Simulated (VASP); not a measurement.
Input of a VASP 6.6.1 run:

The input INCAR:

```
ALGO = Normal ; EDIFF = 1E-6
ENCUT = 600 ; GGA = PE
GGA_COMPAT = False ; ISIF = 2
ISMEAR = 0 ; ISPIN = 2
LASPH = True ; LCHARG = False
LMAXMIX = 4 ; LORBIT = 11
LREAL = False ; LWAVE = False
MAGMOM = 4.47 0.26 ; NBANDS = 20
NELM = 200 ; PREC = Accurate
SIGMA = 0.1
```

The input KPOINTS:

```
k-points
0
Gamma
  22 22 22
```

Contents of POSCAR:

```
MnO
1.0
    0.0000000000      2.2212124667      2.2212124667
    2.2212124667      0.0000000000      2.2212124667
    2.2212124667      2.2212124667      0.0000000000
Mn O
1 1
Direct
    0.0000000000      0.0000000000      0.0000000000
    0.5000000000      0.5000000000      0.5000000000
```

Potentials or basis: VASP PAW PBE potentials, release 64 (Mn_pv, O).

Command:

```console
$ cat potpaw_PBE.64/Mn_pv/POTCAR potpaw_PBE.64/O/POTCAR > POTCAR
$ mpirun -np 1 vasp_std > vasp.out
```

Q: What does it give for the site moments?

A: Mn +4.32; O +0.20 μB.

Q: Estimate the net moment.

A: 4.76 μB per cell.

Caveat: a cell with one magnetic atom can't hold antiferromagnetic order, which such compounds often take.
